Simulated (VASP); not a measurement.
Wanted: the native input for a VASP 6.6.1 run.

```
Task                   : single point
Functional             : PBEsol
Dispersion             : D3(BJ)
Potentials or basis    : VASP PAW PBE potentials, release 64 (C)
Cutoff                 : 520 eV
k mesh                 : 18 × 18 × 18
Occupations            : gaussian, width 0.03 eV
Spin                   : no spin polarisation
Dipole correction      : no
Further INCAR settings : ALGO = Normal; EDIFF = 1e-06; NBANDS = 11
```

The structure of C lies in POSCAR:

```
C
1.0
    0.0000000000      2.0476412856      3.3987845499
    1.1829887173      0.0000000000      3.3987845499
    1.1829887173      2.0476412856      0.0000000000
C
2
Direct
    0.1667066167      0.8332933833      0.1667066167
    0.8332933833      0.1667066167      0.8332933833
```

One way to write it, as run:

INCAR

```
ALGO     = Normal         # electronic algorithm
EDIFF    = 1E-6           # SCF threshold, eV
ENCUT    = 520            # plane-wave cutoff, eV
GGA      = PS             # functional
ISIF     = 2              # what is computed and relaxed
ISMEAR   = 0              # smearing method
IVDW     = 12             # dispersion correction
LASPH    = T              # aspherical terms in the spheres
LCHARG   = F              # write CHGCAR
LREAL    = F              # projectors in reciprocal space
LWAVE    = F              # write WAVECAR
NBANDS   = 11             # bands
NELM     = 80             # most SCF steps
PREC     = Accurate       # precision mode
SIGMA    = 0.03           # smearing width, eV
```

KPOINTS

```
k-points
0
Gamma
  18 18 18
```

Potentials or basis: VASP PAW PBE potentials, release 64 (C).

The run is started by

```sh
$ cat potpaw_PBE.64/C/POTCAR > POTCAR
$ mpirun -np 1 vasp_std > vasp.out
```

Results of the run:

- Pressure: 40.0 GPa
- Dispersion energy per atom: -0.104 eV

Caveat: the stress differs along the axes, from -1 to 61 GPa; the PAW data sets were made with another functional, which shifts forces and pressure a little.

Wall time 74 s on 1 thread of Intel(R) Xeon(R) 6975P-C (Granite Rapids) (shared host), peak memory 0.25 GiB.
